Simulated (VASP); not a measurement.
Here is a VASP 6.6.1 calculation.

Contents of INCAR:

```
PREC     = Accurate       # precision mode
ENCUT    = 910            # plane-wave cutoff, eV
EDIFF    = 1E-7           # SCF threshold, eV
ISMEAR   = 0              # smearing method
SIGMA    = 0.1            # smearing width, eV
LREAL    = F              # projectors in reciprocal space
LASPH    = T              # aspherical terms in the spheres
NELM     = 120            # most SCF steps
ALGO     = Normal         # electronic algorithm
ISIF     = 3              # what is computed and relaxed
LWAVE    = F              # write WAVECAR
LCHARG   = F              # write CHGCAR
GGA      = PE             # functional
IBRION   = 2              # ionic algorithm
NSW      = 90             # ionic steps
EDIFFG   = -0.04          # ionic threshold
GGA_COMPAT= F            
NELMIN   = 4
```

File KPOINTS:

```
regular mesh
0
Gamma
  6 6 4
```

POSCAR

```
SiHC
1.0
    3.5156568000      0.0000000000      0.0000000000
   -1.7578284000      3.0446481000      0.0000000000
    0.0000000000      0.0000000000      3.9104681100
Si H C
1 1 1
Direct
    0.3333333300      0.6666666700      0.5000000000
    0.6666666700      0.3333333300      0.5000000000
    0.0000000000      0.0000000000      0.0000000000
```

Potentials or basis: VASP PAW PBE potentials, release 64 (Si, H_h, C_h).

Launch:

```sh
$ cat potpaw_PBE.64/Si/POTCAR potpaw_PBE.64/H_h/POTCAR potpaw_PBE.64/C_h/POTCAR > POTCAR
$ mpirun -np 1 vasp_std > vasp.out
```

**Question.** Predict the relaxed cell.

**Answer.** a = 3.031 Å, b = 3.031 Å, c = 2.611 Å, α = 90.00°, β = 90.00°, γ = 120.00°.

**Question.** What does it give for the relaxed volume?

**Answer.** 6.93 Å³/atom.

**Question.** Predict the space group after relaxing (to 0.05 Å).

**Answer.** P-6m2 (No. 187).

The path:
```tsv
step	energy change (eV)	largest force (eV/Å)	pressure (GPa)	volume (Å³)
1	0.0000	0.0000	-22.84	41.86
2	-1.5862	0.0000	-22.21	30.93
3	2.8996	0.0000	280.08	12.16
4	-2.0951	0.0000	-18.72	26.98
5	-2.1636	0.0000	29.63	18.96
6	-2.4154	0.0000	-5.31	23.00
7	-2.4289	0.0000	0.11	22.07
8	-2.7399	0.0000	9.36	20.15
9	-2.8136	0.0000	15.58	19.47
10	-2.7372	0.0000	33.54	18.09
11	-2.8188	0.0000	19.05	19.14
12	-2.9815	0.0000	-4.51	21.28
13	-2.9823	0.0000	-2.39	21.02
14	-2.9824	0.0000	-2.04	20.98
15	-2.9549	0.0000	7.21	20.06
16	-2.9829	0.0000	-1.46	20.92
17	-2.9817	0.0000	2.57	20.49
18	-2.9842	0.0000	-0.54	20.82
19	-2.9851	0.0000	0.98	20.65
20	-2.9852	0.0000	0.51	20.71
21	-2.9854	0.0000	-0.10	20.78
```

Caveat: the k points lie up to 0.60 Å⁻¹ apart in the final cell; the cutoff is under 1.25 times the usual one of these potentials, so pressure, stress and relaxed cells hold a basis-set (Pulay) error; the volume moved by over 15 % at a fixed basis, so the end points are rough.
